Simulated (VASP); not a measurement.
# BAs in VASP: further runs, part 2 of 2

VASP 6.6.1. The steps go on from the part before.

### Step 3. Electric field gradients, LDA (z stretched by +3 % at fixed volume)

INCAR

```
ALGO     = Normal         # electronic algorithm
EDIFF    = 1E-8           # SCF threshold, eV
ENCUT    = 520            # plane-wave cutoff, eV
ISIF     = 2              # what is computed and relaxed
ISMEAR   = -1             # smearing method
LASPH    = True           # aspherical terms in the spheres
LCHARG   = False          # write CHGCAR
LEFG     = True         
LREAL    = False          # projectors in reciprocal space
LWAVE    = False          # write WAVECAR
NBANDS   = 11             # bands
NELM     = 100            # most SCF steps
PREC     = Accurate       # precision mode
SIGMA    = 0.01           # smearing width, eV
```

KPOINTS

```
k-points
0
Gamma
  11 11 11
```

POSCAR

```
BAs
1.0
    0.0000000000      2.3742760326      2.4819158100
    2.3742760326      0.0000000000      2.4819158100
    2.3742760326      2.3742760326      0.0000000000
B As
1 1
Direct
    0.7500000000      0.7500000000      0.7500000000
    0.0000000000      0.0000000000      0.0000000000
```

Potentials or basis: VASP PAW LDA potentials, release 64 (B, As).

Command:

```bash
> cat potpaw_LDA.64/B/POTCAR potpaw_LDA.64/As/POTCAR > POTCAR
> mpirun -np 1 vasp_std > vasp.out
```

OUTCAR:

```text
EDIFF = 1E-8
   ENCUT = 520
   ISIF = 2
   ISMEAR = -1
   LASPH = True
   LREAL = False
   NELM = 100
   PREC = Accurate

 ion  position               nearest neighbor table
   1  0.750  0.750  0.750-   2 2.09   2 2.09   2 2.09   2 2.09
   2  0.000  0.000  0.000-   1 2.09   1 2.09   1 2.09   1 2.09

  LATTYP: Found a body centered tetragonal cell.
 ALAT       =     3.3577333661
 C/A-ratio  =     1.4783281097

  Lattice vectors:

 A1 = (  -2.3742760326,   0.0000000000,   2.4819158100)
 A2 = (   2.3742760326,   0.0000000000,   2.4819158100)
 A3 = (   0.0000000000,   2.3742760326,  -2.4819158100)

Analysis of symmetry for initial positions (statically):
=====================================================================
 Subroutine PRICEL returns:
 Original cell was already a primitive cell.

 Routine SETGRP: Setting up the symmetry group for a
 body centered tetragonal supercell.

 Subroutine GETGRP returns: Found  8 space group operations
 (whereof  8 operations were pure point group operations)
 out of a pool of 16 trial point group operations.

The static configuration has the point symmetry D_2d.

Analysis of symmetry for dynamics (positions and initial velocities):
=====================================================================
 Subroutine PRICEL returns:
 Original cell was already a primitive cell.

 Routine SETGRP: Setting up the symmetry group for a
 body centered tetragonal supercell.

 Subroutine GETGRP returns: Found  8 space group operations
 (whereof  8 operations were pure point group operations)
 out of a pool of 16 trial point group operations.

The dynamic configuration has the point symmetry D_2d.

 Subroutine INISYM returns: Found  8 space group operations
 (whereof  8 operations are pure point group operations),
 and found     1 'primitive' translations

----------------------------------------------------------------------------------------

                                     Primitive cell

  volume of cell :      27.9820

  direct lattice vectors                    reciprocal lattice vectors
     0.000000000  2.374276033  2.481915810    -0.210590510  0.210590510  0.201457277
     2.374276033  0.000000000  2.481915810     0.210590510 -0.210590510  0.201457277
     2.374276033  2.374276033  0.000000000     0.210590510  0.210590510 -0.201457277

  length of vectors
     3.434689617  3.434689617  3.357733366     0.359557728  0.359557728  0.359557728

  position of ions in fractional coordinates (direct lattice)
     0.750000000  0.750000000  0.750000000
     0.000000000  0.000000000  0.000000000

  ion indices of the primitive-cell ions
   primitive index   ion index
                 1           1
                 2           2

----------------------------------------------------------------------------------------

 KPOINTS: k-points

Automatic generation of k-mesh.
 Grid dimensions read from file:
 generate k-points for:   11   11   11

 Generating k-lattice:
[... 72 lines left out ...]
   PSTRESS=    0.0 pullay stress
   NELECT =       8.0000    total number of electrons
   NUPDOWN=      -1.0000    fix difference up-down
   EMIN   =  10.00;   EMAX   =-10.00  energy-range for DOS
   EFERMI =   0.00;   METHOD = LEGACY
   ISMEAR =    -1;   SIGMA  =   0.01  broadening in eV -4-tet -1-fermi 0-gaus
   EFERMI_NEDOS =   21; number of points for ismear=-14 and -15
   IALGO  =     38    algorithm
   IMIX   =      4    mixing-type and parameters
     AMIX     =   0.40;   BMIX     =  1.00
     AMIX_MAG =   1.60;   BMIX_MAG =  1.00
  volume/ion in A,a.u.               =      13.99        94.42
  Fermi-wavevector in a.u.,A,eV,Ry     =   1.078479  2.038030 15.825165  1.163117
  Thomas-Fermi vector in A             =   2.214419
   LORBIT       =      0    0 simple, 1 ext, 2 COOP (PROOUT), +10 PAW based schemes
   GGA     = CA    functional components
   LHFCALC =     F    Hartree Fock is set to
   AEXX    =    0.0000 exact exchange contribution
   IVDW    =     0    specifies the selected vdW correction
   LEPSILON=     F    determine dielectric tensor
   LRPA    =     F    only Hartree local field effects (RPA)
 non-spin polarized calculation
  energy-cutoff  :      520.00
  volume of cell :       27.98
 maximum number of plane-waves:       772
 NGX is ok and might be reduce to    28
   NGX = 13   NGY = 13   NGZ = 13

 number of electron       8.0000000 magnetization

 Free energy of the ion-electron system (eV)
  ---------------------------------------------------
  ext. energy  EPLUGINS =         0.00000000
  ---------------------------------------------------
  free energy    TOTEN  =       -12.87523054 eV

  energy without entropy =      -12.87523054  energy(sigma->0) =      -12.87523054

 E-fermi :   6.2725     XC(G=0): -10.6760

 val. band max:        6.0114565494   @ k =   0.0000   0.0000   0.0000
 cond. band min:       6.8595457207   @ k =   0.3636   0.0000   0.3636
 fundamental gap:      0.8480891713
 Fermi energy:         6.2725164481

 k-point     1 :       0.0000    0.0000    0.0000
  band No.  band energies     occupation
      1      -9.2756      2.00000
      2       5.5681      2.00000
      3       6.0115      2.00000
      4       6.0115      2.00000
      5       8.9983      0.00000
      6       8.9983      0.00000
      7       9.2768      0.00000
      8      10.1964      0.00000
      9      15.1008      0.00000
     10      18.1008      0.00000
     11      19.1333      0.00000
[... 309 lines left out ...]
 k-point    24 :      -0.1818    0.1818    0.0000
  band No.  band energies     occupation
      1      -7.8798      2.00000
      2       0.8891      2.00000
      3       2.1287      2.00000
      4       5.0863      2.00000
      5       9.9113      0.00000
      6      10.5295      0.00000
      7      11.1516      0.00000
      8      12.5984      0.00000
      9      15.8658      0.00000
     10      18.0028      0.00000
     11      19.2246      0.00000

 [... further k-points ...]
[... 5 lines left out ...]
  --------------------------------------------------------------------------------------
  -------------------------------------------------------------------------------------
  Total       -0.5708527     -0.5708527     -2.2396219      0.0000000      0.0000000      0.0000000
  in kB      -32.6855057    -32.6855057   -128.2347810      0.0000000      0.0000000      0.0000000
  external PRESSURE =     -64.5352641 kB  Pullay stress =       0.0000000 kB

 VOLUME and BASIS-vectors are now :
 -----------------------------------------------------------------------------
  energy-cutoff  :      520.00
  volume of cell :       27.98
      direct lattice vectors                 reciprocal lattice vectors
     0.000000000  2.374276033  2.481915810    -0.210590510  0.210590510  0.201457277
     2.374276033  0.000000000  2.481915810     0.210590510 -0.210590510  0.201457277
     2.374276033  2.374276033  0.000000000     0.210590510  0.210590510 -0.201457277

 POSITION                                       TOTAL-FORCE (eV/Angst)
 -----------------------------------------------------------------------------------
      3.56141      3.56141      3.72287        -0.000000     -0.000000     -0.000000
      0.00000      0.00000      0.00000         0.000000      0.000000      0.000000
 -----------------------------------------------------------------------------------
    total drift:                               -0.000000     -0.000000     -0.000000

  FREE ENERGIE OF THE ION-ELECTRON SYSTEM (eV)
  ---------------------------------------------------
  free  energy   TOTEN  =       -12.8752305374 eV

  energy  without entropy=      -12.8752305374  energy(sigma->0) =      -12.87523054

 Electric field gradients (V/A^2)
---------------------------------------------------------------------
 ion       V_xx      V_yy      V_zz      V_xy      V_xz      V_yz
---------------------------------------------------------------------
   1      -0.146    -0.146     0.292    -0.000    -0.000    -0.000
   2      -3.295    -3.295     6.590     0.000     0.000     0.000
---------------------------------------------------------------------

 Electric field gradients after diagonalization (V/A^2)
 (convention: |V_zz| > |V_xx| > |V_yy|)
----------------------------------------------------------------------
 ion       V_xx      V_yy      V_zz     asymmetry (V_yy - V_xx)/ V_zz
----------------------------------------------------------------------
   1      -0.146    -0.146     0.292       0.000
   2      -3.295    -3.294     6.590       0.000
----------------------------------------------------------------------

           NMR quadrupolar parameters

 Cq : quadrupolar parameter    Cq=e*Q*V_zz/h
 eta: asymmetry parameters     (V_yy - V_xx)/ V_zz
 Q  : nuclear electric quadrupole moment in mb (millibarn)
----------------------------------------------------------------------
 ion       Cq(MHz)       eta       Q (mb)
----------------------------------------------------------------------
   1       0.001       0.000       1.000
   2       0.016       0.000       1.000
----------------------------------------------------------------------
```

Wall time 49 s (1 thread of AMD EPYC 7R43 (Zen 3), shared host); peak memory 0.13 GiB.

Results:

| Item | Value |
| --- | --- |
| Free energy | -12.8752 eV |
| Pressure | -6.5 GPa |
| Band gap on the k mesh | 0.85 eV, indirect (least direct gap 2.99 eV) |

Electric field gradients, principal values (V/Å²):
```
atom   least  middle  greatest (by size)
 1 B  -0.146  -0.146               0.292
2 As  -3.294  -3.295               6.590
```

Caveat: without QUAD_EFG the Cq values of the log hold for a quadrupole moment of 1 mb, not for the nuclei. A k mesh can miss the band edges.
